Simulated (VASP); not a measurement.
## AlCo: single point with PBEsol

AlCo:

```
Al Co
1.0
     2.81940    0.00000    0.00000
     0.00000    2.81940    0.00000
     0.00000    0.00000    2.81940
Al Co
1 1
Direct
  0.00000 0.00000 0.00000
  0.50000 0.50000 0.42906
```

This cell differs from its parent crystal: atom 2 (Co) moved by (+0.000, -0.200) A along [1 1 0] and z.

* Program: VASP 6.6.1
* Task: single point
* Functional: PBEsol
* Potentials or basis: VASP PAW PBE potentials, release 64 (Al, Co)
* Cutoff: 520 eV
* k mesh: 16 × 16 × 16
* Occupations: gaussian, width 0.15 eV
* Spin: no spin polarisation

The pressure is 4.1 GPa and the largest force is 1.597 eV/Å. The band gap on the k mesh is zero (band 6 reaches 13.16 eV, above the bottom of band 7 at 10.58 eV).

Forces in eV/Å, atoms in the order of the input:
```
Al   0.000  0.000 -1.597
Co   0.000  0.000  1.597
```

Stress tensor (GPa, compression positive):
```
4.97 0.00 0.00
0.00 4.97 0.00
0.00 0.00 2.25
```

Levels at points of the mesh, in eV from the Fermi level:
```
           k point  band 3  band 4  band 5  band 6  band 7  band 8  band 9  band 10
(0.00, 0.00, 0.00)   -3.12   -0.89   -0.84   -0.84    6.16    6.18    6.18     8.98
(0.50, 0.00, 0.00)   -2.53   -1.82   -1.75   -0.73    0.17    8.56   10.83    11.02
(0.00, 0.00, 0.50)   -2.57   -1.75   -1.75   -0.78    0.22    8.60   10.68    10.68
(0.50, 0.50, 0.00)   -2.78   -2.78   -1.44   -1.44   -0.27    2.48    3.66    13.38
(0.00, 0.50, 0.50)   -2.71   -2.50   -1.61   -1.54   -0.25    2.53    3.67    13.23
(0.50, 0.50, 0.50)   -4.04   -0.23   -0.21    2.30    2.30    2.48    4.09     5.65
```

Run time: 74 s on 1 thread of Intel(R) Xeon(R) Platinum 8259CL CPU @ 2.50GHz (Skylake/Cascade Lake), with other jobs on the host, peak memory 0.24 GiB.

Caveat: the cell differs from its parent crystal (atom 2 (Co) moved by (+0.000, -0.200) A along [1 1 0] and z); the PAW data sets were made with another functional, which shifts forces and pressure a little. Spin polarisation is off, so any magnetic state and its effect on volume and gap are missing.
